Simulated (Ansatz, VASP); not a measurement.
# ZnSe: VASP beside Ansatz

The input POSCAR:

```
ZnSe
1.0
    0.0000000000      2.5078933231      2.5078933231
    2.5078933231      0.0000000000      2.5078933231
    2.5078933231      2.5078933231      0.0000000000
Se Zn
1 1
Direct
    0.0000000000      0.0000000000      0.0000000000
    0.5000000000      0.5000000000      0.5000000000
```

INCAR.step1

```
SYSTEM = ZnSe
PREC     = Accurate       ! precision mode
ENCUT    = 520            ! plane-wave cutoff, eV
ISMEAR   = 0              ! smearing method
SIGMA    = 0.05           ! smearing width, eV
LREAL    = .FALSE.        ! projectors in reciprocal space
LASPH    = .TRUE.         ! aspherical terms in the spheres
NELM     = 80             ! most SCF steps
NBANDS   = 16             ! bands
GGA      = PE             ! functional
ALGO     = Normal         ! electronic algorithm
EDIFF    = 1E-4           ! SCF threshold, eV
LWAVE    = .TRUE.         ! write WAVECAR
LCHARG   = .FALSE.        ! write CHGCAR
```

File INCAR.step2:

```
SYSTEM = ZnSe
PREC     = Accurate       ! precision mode
ENCUT    = 520            ! plane-wave cutoff, eV
EDIFF    = 1E-6           ! SCF threshold, eV
ISMEAR   = 0              ! smearing method
SIGMA    = 0.05           ! smearing width, eV
LREAL    = .FALSE.        ! projectors in reciprocal space
LASPH    = .TRUE.         ! aspherical terms in the spheres
NELM     = 80             ! most SCF steps
ALGO     = Normal         ! electronic algorithm
ISIF     = 2              ! what is computed and relaxed
LWAVE    = .FALSE.        ! write WAVECAR
LCHARG   = .FALSE.        ! write CHGCAR
METAGGA  = R2SCAN         ! meta-GGA
LMIXTAU  = .TRUE.       
NBANDS   = 16             ! bands
ISTART   = 1
```

File KPOINTS:

```
Automatic mesh
0
G
  12 12 12
  0 0 0
```

Input for Ansatz:

```yaml
crystal:
  lattice:
    - [0.0, 2.5078933231, 2.5078933231]
    - [2.5078933231, 0.0, 2.5078933231]
    - [2.5078933231, 2.5078933231, 0.0]
  atoms:
    - { symbol: Se, position: [0.0, 0.0, 0.0] }
    - { symbol: Zn, position: [0.5, 0.5, 0.5] }
basis:
  ecutwfc: 500
  ecutrho_ratio: 4
kpoints:
  mp_grid: { grid: [12, 12, 12] }
hamiltonian:
  xc: r2scan
scf:
  occupations: { method: gaussian, width: 0.05 }
output:
  forces: true
  stress: true
  eigenvalues: true
```

Alike in both runs: task single point; functional r2SCAN; k mesh 12 × 12 × 12; occupations gaussian, width 0.05 eV; no spin polarisation.

|  | VASP | Ansatz |
| --- | --- | --- |
| version | VASP 6.6.1 | Ansatz 0.2.0 |
| potentials or method | VASP PAW PBE potentials, release 64 (Se, Zn), cutoff 520 eV | scalar-relativistic, plane waves, PAW |
| valence electrons in the cell | 18 | 28 |

```csv
,VASP,Ansatz,Ansatz less VASP
gap on the k mesh at the Fermi level (eV),none,none,-
pressure (GPa),21.5,20.9,-0.64
```

VASP's potentials were made for PBE, not for r2SCAN. A gap of «none» marks a metal or a gap that the smearing closes. The functional is the same, so the differences come from potentials, cutoffs and numerics. VASP's potentials hold 18 valence electrons a cell and Ansatz's 28, so a difference there can come from the potentials and not from the codes.
